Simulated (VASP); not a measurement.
Input of a VASP 6.6.1 run:

File INCAR:

```
SYSTEM = Y
  ALGO = Normal
  EDIFF = 1E-8
  ENCUT = 520
  GGA = CA
  ISIF = 2
  ISMEAR = -1
  LASPH = .True.
  LCHARG = .False.
  LEFG = .True.
  LREAL = .False.
  LWAVE = .False.
  NBANDS = 18
  NELM = 80
  PREC = Accurate
  SIGMA = 0.08
```

KPOINTS

```
k-points
0
Gamma
  12 12 7
  0 0 0
```

The input POSCAR:

```
Y
1.0
    3.7231154432      0.0000000000      0.0000000000
   -1.8615577216      3.2243125550      0.0000000000
    0.0000000000      0.0000000000      5.8601227356
Y
2
Direct
    0.3333333333      0.6666666667      0.2500000000
    0.6666666667      0.3333333333      0.7500000000
```

Potentials or basis: VASP PAW LDA potentials, release 64 (Y_sv).

Command:

```sh
$ cat potpaw_LDA.64/Y_sv/POTCAR > POTCAR
$ mpirun -np 1 vasp_std > vasp.out
```

Task: Estimate the pressure.

Result: -5.7 GPa.

Task: Predict the band gap on the k mesh.

Result: Zero (band 11 reaches 3.26 eV, above the bottom of band 12 at 2.09 eV).

Electric field gradients, principal values (V/Å²):
| atom | least | middle | greatest (by size) |
| --- | --- | --- | --- |
| 1 Y | -11.004 | -11.005 | 22.009 |
| 2 Y | -11.004 | -11.005 | 22.009 |

Caveat: without QUAD_EFG the Cq values of the log hold for a quadrupole moment of 1 mb, not for the nuclei.
